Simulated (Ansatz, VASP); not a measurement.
# Al6H in VASP and in Ansatz

```
CELL_PARAMETERS angstrom
5.71352 0.00000 0.00000
0.00000 5.71352 0.00000
0.00000 0.00000 22.17470
ATOMIC_POSITIONS crystal
Al 0.25000 0.25000 0.18039
Al 0.25000 0.75000 0.18039
Al 0.75000 0.25000 0.18039
Al 0.75000 0.75000 0.18039
Al 0.00000 0.00000 0.27441
Al 0.00000 0.50000 0.27441
Al 0.50000 0.00000 0.27441
Al 0.50000 0.50000 0.27441
Al 0.25000 0.25000 0.36865
Al 0.25000 0.75000 0.36865
Al 0.75000 0.25000 0.36865
Al 0.75000 0.75000 0.36865
H 0.00000 0.86917 0.40337
H 0.00000 0.13083 0.40337
```

Alike in both runs: task single point; functional PBE; k mesh 5 × 5 × 1; occupations gaussian, width 0.1 eV; no spin polarisation.

|  | VASP | Ansatz |
| --- | --- | --- |
| version | VASP 6.6.1 | Ansatz 0.2.0 |
| potentials or method | VASP PAW PBE potentials, release 64 (Al, H), cutoff 520 eV | scalar-relativistic, plane waves, PAW |
| valence electrons in the cell | 38 | 38 |

|  | VASP | Ansatz | Ansatz less VASP |
| --- | --- | --- | --- |
| gap on the k mesh at the Fermi level (eV) | none | none | - |
| rms of the force components (eV/Å) | 0.274 | 0.274 | 0.0000 |
| work function, face that differs most (eV) | 4.34 | 4.33 | -0.003 |

Atom by atom the forces differ by 0.001 eV/Å (rms over components). A gap of «none» marks a metal or a gap that the smearing closes. Ansatz's warnings: xc potential rough in thin density.
